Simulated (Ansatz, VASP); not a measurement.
## Si in VASP and in Ansatz

```xyz
4
Lattice="3.9088 0.0000 0.0000 -1.9544 3.3851 0.0000 0.0000 0.0000 5.9488" Properties=species:S:1:pos:R:3 pbc="T T T"
Si    0.0000    2.2567    0.5169
Si    1.9544    1.1284    3.4913
Si    0.0000    2.2567    2.4575
Si    1.9544    1.1284    5.4319
```

Alike in both runs: task single point; functional LDA; k mesh 12 × 12 × 6; occupations gaussian, width 0.03 eV; no spin polarisation.

|  | VASP | Ansatz |
| --- | --- | --- |
| version | VASP 6.6.1 | Ansatz 0.2.0 |
| potentials or method | VASP PAW LDA potentials, release 64 (Si), cutoff 520 eV | scalar-relativistic, plane waves, PAW |
| valence electrons in the cell | 16 | 16 |

Ansatz gave:

```
gap on the k mesh at the Fermi level (eV)                     : none
pressure (GPa)                                                : 11.2
traceless stress, the component that is largest in VASP (GPa) : 43.43
rms of the force components (eV/Å)                            : 5.078
```

Q: Which values does VASP return?

A: gap on the k mesh at the Fermi level (eV): none; pressure (GPa): 11.1; traceless stress, the component that is largest in VASP (GPa): 43.27; rms of the force components (eV/Å): 5.051.

Ansatz warns that its potentials were made for another functional, while VASP's fit it. LDA's correlation is that of Perdew and Zunger in VASP and of Perdew and Wang (1992) in Ansatz. Atom by atom the forces differ by 0.027 eV/Å (rms over components). A gap of «none» marks a metal or a gap that the smearing closes.
